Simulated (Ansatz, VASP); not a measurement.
Te2Mo: VASP beside Ansatz

```xyz
9
Lattice="3.5624 0.0000 0.0000 -1.7812 3.0851 0.0000 0.0000 0.0000 31.5633" Properties=species:S:1:pos:R:3 pbc="T T T"
Te    0.0000    0.0000    1.7916
Te    0.0000    2.0568    9.1213
Te    0.0000    2.0568   26.0209
Te    0.0000    2.0568    5.5424
Te    0.0000    2.0568   22.4419
Te    0.0000    0.0000   29.7717
Mo    0.0000    2.0568    0.0000
Mo    0.0000    0.0000    7.3323
Mo    0.0000    0.0000   24.2309
```

Alike in both runs: task single point; functional PBE; k mesh 9 × 9 × 1; occupations gaussian, width 0.013 eV; no spin polarisation.

|  | VASP | Ansatz |
| --- | --- | --- |
| version | VASP 6.6.1 | Ansatz 0.2.0 |
| potentials or method | VASP PAW PBE potentials, release 64 (Te, Mo_sv) | Ansatz PAW |
| plane-wave cutoff (eV) | 520 | 420 |
| valence electrons in the cell | 78 | 138 |

Ansatz gave:

* gap on the k mesh at the Fermi level (eV): 1.00
* least direct gap on the mesh (eV): 1.00
* rms of the force components (eV/Å): 0.094

**Question.** Which values does VASP return?

**Answer.** gap on the k mesh at the Fermi level (eV): 1.00; least direct gap on the mesh (eV): 1.00; rms of the force components (eV/Å): 0.101.

Atom by atom the forces differ by 0.006 eV/Å (rms over components). VASP's potentials hold 78 valence electrons a cell and Ansatz's 138, so a difference there can come from the potentials and not from the codes.

Spin-orbit coupling is off throughout. Noted on Ansatz's run: odd divisions of the mesh miss points on the zone boundary, where band edges often lie, so the gap on the mesh can be too wide.
